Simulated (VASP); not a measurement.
# Be3Se4 (P-4m2) in VASP: notebook, part 2 of 2

VASP 6.6.1. Earlier steps stand in the parts before.

## Step 4: Single point, PBE

This run uses another cell than the first one, of 19.97 Å³/atom.

File INCAR:

```
PREC = Accurate ; ENCUT = 520
EDIFF = 1E-6 ; ISMEAR = 0
SIGMA = 0.1 ; LREAL = F
LASPH = T ; NELM = 80
ALGO = Normal ; ISIF = 2
LWAVE = F ; LCHARG = F
GGA = PE ; NBANDS = 24
```

File KPOINTS:

```
regular mesh
0
Gamma
  10 10 4
```

File POSCAR:

```
Be3Se4
1.0
    3.5575807405      0.0000000000      0.0000000000
    0.0000000000      3.5575807405      0.0000000000
    0.0000000000      0.0000000000     11.0468601598
Be Se
3 4
Direct
    0.0000000000      0.0000000000      0.0000000000
    0.5000000000      0.5000000000      0.2417916004
    0.5000000000      0.5000000000      0.7582083996
    0.5000000000      0.0000000000      0.8818251799
    0.0000000000      0.5000000000      0.1181748201
    0.5000000000      0.0000000000      0.3569898693
    0.0000000000      0.5000000000      0.6430101307
```

Potentials or basis: VASP PAW PBE potentials, release 64 (Be, Se).

On the command line:

```bash
cat potpaw_PBE.64/Be/POTCAR potpaw_PBE.64/Se/POTCAR > POTCAR
mpirun -np 1 vasp_std > vasp.out
```

OUTCAR:

```text
PREC = Accurate
   ENCUT = 520
   EDIFF = 1E-6
   ISMEAR = 0
   LREAL = F
   LASPH = T
   NELM = 80
   ISIF = 2
   GGA = PE

 ion  position               nearest neighbor table
   1  0.000  0.000  0.000-   4 2.21   5 2.21   5 2.21   4 2.21
   2  0.500  0.500  0.242-   6 2.19   6 2.19   5 2.24   5 2.24
   3  0.500  0.500  0.758-   7 2.19   7 2.19   4 2.24   4 2.24
   4  0.500  0.000  0.882-   1 2.21   1 2.21   3 2.24   3 2.24
   5  0.000  0.500  0.118-   1 2.21   1 2.21   2 2.24   2 2.24
   6  0.500  0.000  0.357-   2 2.19   2 2.19
   7  0.000  0.500  0.643-   3 2.19   3 2.19

  LATTYP: Found a simple tetragonal cell.
 ALAT       =     3.5575807405
 C/A-ratio  =     3.1051607723

  Lattice vectors:

 A1 = (   3.5575807405,   0.0000000000,   0.0000000000)
 A2 = (   0.0000000000,   3.5575807405,   0.0000000000)
 A3 = (   0.0000000000,   0.0000000000,  11.0468601598)

Analysis of symmetry for initial positions (statically):
=====================================================================
 Subroutine PRICEL returns:
 Original cell was already a primitive cell.

 Routine SETGRP: Setting up the symmetry group for a
 simple tetragonal supercell.

 Subroutine GETGRP returns: Found  8 space group operations
 (whereof  8 operations were pure point group operations)
 out of a pool of 16 trial point group operations.

The static configuration has the point symmetry D_2d.

Analysis of symmetry for dynamics (positions and initial velocities):
=====================================================================
 Subroutine PRICEL returns:
 Original cell was already a primitive cell.

 Routine SETGRP: Setting up the symmetry group for a
 simple tetragonal supercell.

 Subroutine GETGRP returns: Found  8 space group operations
 (whereof  8 operations were pure point group operations)
 out of a pool of 16 trial point group operations.

The dynamic configuration has the point symmetry D_2d.

 Subroutine INISYM returns: Found  8 space group operations
 (whereof  8 operations are pure point group operations),
 and found     1 'primitive' translations

----------------------------------------------------------------------------------------

                                     Primitive cell

  volume of cell :     139.8133

  direct lattice vectors                    reciprocal lattice vectors
     3.557580741  0.000000000  0.000000000     0.281089896  0.000000000  0.000000000
     0.000000000  3.557580741  0.000000000     0.000000000  0.281089896  0.000000000
     0.000000000  0.000000000 11.046860160     0.000000000  0.000000000  0.090523460

  length of vectors
     3.557580741  3.557580741 11.046860160     0.281089896  0.281089896  0.090523460

  position of ions in fractional coordinates (direct lattice)
     0.000000000  0.000000000  0.000000000
     0.500000000  0.500000000  0.241791600
     0.500000000  0.500000000  0.758208400
     0.500000000  0.000000000  0.881825180
     0.000000000  0.500000000  0.118174820
     0.500000000  0.000000000  0.356989869
[... 37 lines left out ...]

 Following reciprocal coordinates:
            Coordinates               Weight
  0.000000  0.000000  0.000000      1.000000
  0.100000  0.000000  0.000000      4.000000
  0.200000  0.000000  0.000000      4.000000
  0.300000  0.000000  0.000000      4.000000
  0.400000  0.000000  0.000000      4.000000
  0.500000  0.000000  0.000000      2.000000
[... 16 lines left out ...]
  0.100000  0.000000  0.250000      8.000000
  0.200000  0.000000  0.250000      8.000000
 [... further k-points ...]
   k-points           NKPTS =     63   k-points in BZ     NKDIM =     63   number of bands    NBANDS=     24
   number of dos      NEDOS =    301   number of ions     NIONS =      7
   total plane-waves  NPLWV =  65856
   dimension x,y,z NGX =    28 NGY =   28 NGZ =   84
   dimension x,y,z NGXF=    56 NGYF=   56 NGZF=  168
   ions per type =               3   4
   NGX,Y,Z   is equivalent  to a cutoff of  13.08, 13.08, 12.64 a.u.
   NGXF,Y,Z  is equivalent  to a cutoff of  26.17, 26.17, 25.28 a.u.
 SYSTEM =  unknown system
   PREC   = accura    normal or accurate (medium, high low for compatibility)
   ISTART =      0    job   : 0-new  1-cont  2-samecut
   ICHARG =      2    charge: 1-file 2-atom 10-const
   ISPIN  =      1    spin polarized calculation?
   LNONCOLLINEAR =      F non collinear calculations
   LSORBIT =      F    spin-orbit coupling
   LASPH  =      T    aspherical Exc in radial PAW
   ENCUT  =  520.0 eV  38.22 Ry    6.18 a.u.   6.61  6.61 20.54*2*pi/ulx,y,z
   NELM   =     80;   NELMIN=  2; NELMDL= -5     # of ELM steps
   EDIFF  = 0.1E-05   stopping-criterion for ELM
   LREAL  =      F    real-space projection
   EDIFFG = 0.1E-04   stopping-criterion for IOM
   NSW    =      0    number of steps for IOM
   IBRION =     -1    ionic relax: 0-MD 1-quasi-New 2-CG
   NFREE  =      0    steps in history (QN), initial steepest desc. (CG)
   ISIF   =      2    stress and relaxation
   ISYM   =      2    0-nonsym 1-usesym 2-fastsym
   POTIM  = 0.5000    time-step for ionic-motion
   TEBEG  =    0.0;   TEEND  =   0.0 temperature during run
   PSTRESS=    0.0 pullay stress
   NELECT =      30.0000    total number of electrons
   NUPDOWN=      -1.0000    fix difference up-down
   EMIN   =  10.00;   EMAX   =-10.00  energy-range for DOS
   EFERMI =   0.00;   METHOD = LEGACY
   ISMEAR =     0;   SIGMA  =   0.10  broadening in eV -4-tet -1-fermi 0-gaus
   EFERMI_NEDOS =   21; number of points for ismear=-14 and -15
   IALGO  =     38    algorithm
   IMIX   =      4    mixing-type and parameters
     AMIX     =   0.40;   BMIX     =  1.00
     AMIX_MAG =   1.60;   BMIX_MAG =  1.00
  volume/ion in A,a.u.               =      19.97       134.79
  Fermi-wavevector in a.u.,A,eV,Ry     =   0.980090  1.852101 13.069425  0.960576
  Thomas-Fermi vector in A             =   2.110993
   LORBIT       =      0    0 simple, 1 ext, 2 COOP (PROOUT), +10 PAW based schemes
   GGA     = PE    functional components
   LHFCALC =     F    Hartree Fock is set to
   AEXX    =    0.0000 exact exchange contribution
   IVDW    =     0    specifies the selected vdW correction
   LEPSILON=     F    determine dielectric tensor
   LRPA    =     F    only Hartree local field effects (RPA)
 non-spin polarized calculation
 Gauss-broadening in eV      SIGMA  =   0.10
  energy-cutoff  :      520.00
  volume of cell :      139.81
 maximum number of plane-waves:      3833
 NGX is ok and might be reduce to    28
   NGX = 13   NGY = 13   NGZ = 41

 number of electron      29.9999999 magnetization

 Free energy of the ion-electron system (eV)
  ---------------------------------------------------
  ext. energy  EPLUGINS =         0.00000000
  ---------------------------------------------------
  free energy    TOTEN  =       -28.52973796 eV

  energy without entropy =      -28.50918379  energy(sigma->0) =      -28.51946088

 E-fermi :   2.0016     XC(G=0):  -8.9719

 val. band max:        1.9883039524   @ k =   0.3000   0.2000   0.5000
 cond. band min:       2.0053793307   @ k =   0.1000   0.0000   0.5000
 fundamental gap:      0.0170753783
 Fermi energy:         2.0015792112

 k-point     1 :       0.0000    0.0000    0.0000
  band No.  band energies     occupation
      1     -11.5498      2.00000
      2     -10.8294      2.00000
      3     -10.1072      2.00000
      4      -9.6761      2.00000
      5      -2.5415      2.00000
      6      -0.5781      2.00000
[... 637 lines left out ...]
     23       8.9493      0.00000
     24       9.5731      0.00000

 [... further k-points ...]

------------------------ aborting loop because EDIFF is reached ----------------------------------------

  FORCE on cell =-STRESS in cart. coord.  units (eV):
  Direction    XX          YY          ZZ          XY          YZ          ZX
  --------------------------------------------------------------------------------------
  -------------------------------------------------------------------------------------
  Total        0.1207497      0.1207497      0.1276798      0.0000000      0.0000000      0.0000000
  in kB        1.3837196      1.3837196      1.4631351      0.0000000      0.0000000      0.0000000
  external PRESSURE =       1.4101914 kB  Pullay stress =       0.0000000 kB

 VOLUME and BASIS-vectors are now :
 -----------------------------------------------------------------------------
  energy-cutoff  :      520.00
  volume of cell :      139.81
      direct lattice vectors                 reciprocal lattice vectors
     3.557580741  0.000000000  0.000000000     0.281089896  0.000000000  0.000000000
     0.000000000  3.557580741  0.000000000     0.000000000  0.281089896  0.000000000
     0.000000000  0.000000000 11.046860160     0.000000000  0.000000000  0.090523460

 POSITION                                       TOTAL-FORCE (eV/Angst)
 -----------------------------------------------------------------------------------
      0.00000      0.00000      0.00000         0.000000     -0.000000      0.000000
      1.77879      1.77879      2.67104         0.000000      0.000000     -0.001603
      1.77879      1.77879      8.37582         0.000000     -0.000000      0.001603
      1.77879      0.00000      9.74140         0.000000     -0.000000     -0.002001
      0.00000      1.77879      1.30546         0.000000     -0.000000      0.002001
      1.77879      0.00000      3.94362         0.000000     -0.000000      0.015226
      0.00000      1.77879      7.10324         0.000000     -0.000000     -0.015226
 -----------------------------------------------------------------------------------
    total drift:                                0.000000     -0.000000      0.000000

  FREE ENERGIE OF THE ION-ELECTRON SYSTEM (eV)
  ---------------------------------------------------
  free  energy   TOTEN  =       -28.5297379601 eV

  energy  without entropy=      -28.5091837940  energy(sigma->0) =      -28.51946088
```

It took 3.2 min on 1 thread of Intel Xeon Platinum 8488C (Sapphire Rapids), shared host; peak memory 0.34 GiB.

Results:

* Free energy: -28.5297 eV
* Pressure: 0.1 GPa
* Largest force: 0.015 eV/Å
* Band gap on the k mesh: zero (bands 15 and 16 overlap by 2.21 eV)

Forces in eV/Å, atoms in the order of the input:
```
Be   0.000  0.000  0.000
Be   0.000  0.000 -0.002
Be   0.000  0.000  0.002
Se   0.000  0.000 -0.002
Se   0.000  0.000  0.002
Se   0.000  0.000  0.015
Se   0.000  0.000 -0.015
```

Caveat: this functional lacks dispersion, which binds the layers, so the pressure and a relaxed spacing across them are unreliable.

## Step 5: The runs side by side

| task | cell | k mesh | cutoff (eV) | smearing | gap on the mesh (eV) | pressure (GPa) | largest force (eV/Å) |
| --- | --- | --- | --- | --- | --- | --- | --- |
| single point | a = 3.591, b = 3.591, c = 10.432 Å, 7 atoms, atomic positions A | 5 × 5 × 2 | 520 | gaussian 0.2 eV | none | 0.2 | 0.02 |
| relaxation of cell and atoms | relaxed from a = 3.630, b = 3.630, c = 9.800 Å, 7 atoms, atomic positions B | 5 × 5 × 2 | 600 | gaussian 0.2 eV | none | 0.1 | 0.08 |
| single point | a = 3.558, b = 3.558, c = 11.047 Å, 7 atoms, atomic positions C | 10 × 10 × 4 | 520 | gaussian 0.1 eV | none | 0.1 | 0.02 |

Alike in all rows: level PBE; potentials or basis VASP PAW PBE potentials, release 64 (Be, Se); no spin polarisation.

Caveats: the relaxation stopped at a loose force limit of 0.08 eV/Å, so its end isn't a converged minimum (at least some runs); this functional lacks dispersion, which binds the layers, so the pressure and a relaxed spacing across them are unreliable (at least some runs).

Total energies depend on the potentials used, so only differences within one code and one set of settings carry meaning.
